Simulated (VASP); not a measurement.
Here is a VASP 6.6.1 calculation.

INCAR

```
SYSTEM = Ge15Au
  PREC = Accurate
  ENCUT = 520
  EDIFF = 1E-7
  ISMEAR = 0
  SIGMA = 0.05
  LREAL = Auto
  LASPH = .TRUE.
  NELM = 150
  ALGO = Normal
  ISIF = 2
  LWAVE = .FALSE.
  LCHARG = .TRUE.
  LMAXMIX = 4
  LDAU = .TRUE.
  LDAUTYPE = 2
  LDAUL = 2 -1
  LDAUU = 3 0
  LDAUJ = 0 0
  LDAUPRINT = 1
  GGA = PS
  LELF = .TRUE.
  LVHAR = .TRUE.
  NBANDS = 124
```

Contents of KPOINTS:

```
regular mesh
0
G
  3 3 3
  0 0 0
```

Contents of POSCAR:

```
Ge15Au
1.0
    0.0000000000      5.6575400000      5.6575400000
    5.6575400000      0.0000000000      5.6575400000
    5.6575400000      5.6575400000      0.0000000000
Au Ge
1 15
Direct
    0.0000000000      0.0000000000      1.0000000000
    0.9996764217      0.9996764217      0.5003235783
    0.9996764217      0.5003235783      0.9996764217
    0.9996764217      0.5003235783      0.5003235783
    0.5003235783      0.9996764217      0.9996764217
    0.5003235783      0.9996764217      0.5003235783
    0.5003235783      0.5003235783      0.9996764217
    0.5000000000      0.5000000000      0.5000000000
    0.1260151289      0.1260151289      0.1260151289
    0.1260151289      0.1260151289      0.6219546133
    0.1260151289      0.6219546133      0.1260151289
    0.1253411579      0.6248862807      0.6248862807
    0.6219546133      0.1260151289      0.1260151289
    0.6248862807      0.1253411579      0.6248862807
    0.6248862807      0.6248862807      0.1253411579
    0.6248862807      0.6248862807      0.6248862807
```

Potentials or basis: VASP PAW PBE potentials, release 64 (Au, Ge_d).

Command:

```sh
$ cat potpaw_PBE.64/Au/POTCAR potpaw_PBE.64/Ge_d/POTCAR > POTCAR
$ mpirun -np 1 vasp_std > vasp.out
```

(1) What does it give for the band gap on the k mesh?

(2) What does it give for the largest force?

(3) What does it give for the pressure?

Answers

(1) zero (an odd number of electrons rules out a gap without spin polarisation).

(2) 0.152 eV/Å.

(3) 1.0 GPa.

Caveat: the PAW data sets were made with another functional, which shifts forces and pressure a little; spin-orbit coupling is left out, which moves the levels of the heavy elements; U without spin polarisation on a metal has little footing; the U is typed as a test and isn't derived for this compound.
